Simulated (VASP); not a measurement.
Input of a VASP 6.6.1 run:

File INCAR:

```
SYSTEM = TiH2
ALGO = Normal ; EDIFF = 1E-6
EDIFFG = -0.005 ; ENCUT = 600
GGA = PS ; IBRION = 2
ISIF = 3 ; ISMEAR = 0
LASPH = .True. ; LCHARG = .False.
LREAL = .False. ; LWAVE = .False.
NELM = 100 ; NSW = 100
PREC = Accurate ; SIGMA = 0.1
```

The input KPOINTS:

```
k-points
0
Gamma
  18 18 18
  0 0 0
```

Contents of POSCAR:

```
TiH2
1.0
   -1.6009650770      1.6009650770      2.0839143240
    1.6009650770     -1.6009650770      2.0839143240
    1.6009650770      1.6009650770     -2.0839143240
Ti H
1 2
Direct
    0.0000000000      0.0000000000      0.0000000000
    0.2500000000      0.7500000000      0.5000000000
    0.7500000000      0.2500000000      0.5000000000
```

Potentials or basis: VASP PAW PBE potentials, release 64 (Ti_sv, H).

Run with:

```bash
$ cat potpaw_PBE.64/Ti_sv/POTCAR potpaw_PBE.64/H/POTCAR > POTCAR
$ mpirun -np 1 vasp_std > vasp.out
```

(1) Estimate the space group after relaxing (to 0.05 Å).

(2) Estimate the relaxed cell.

Answers

(1) I4/mmm (No. 139).

(2) a = 3.055 Å, b = 3.055 Å, c = 3.055 Å, α = 117.33°, β = 117.33°, γ = 94.69°.
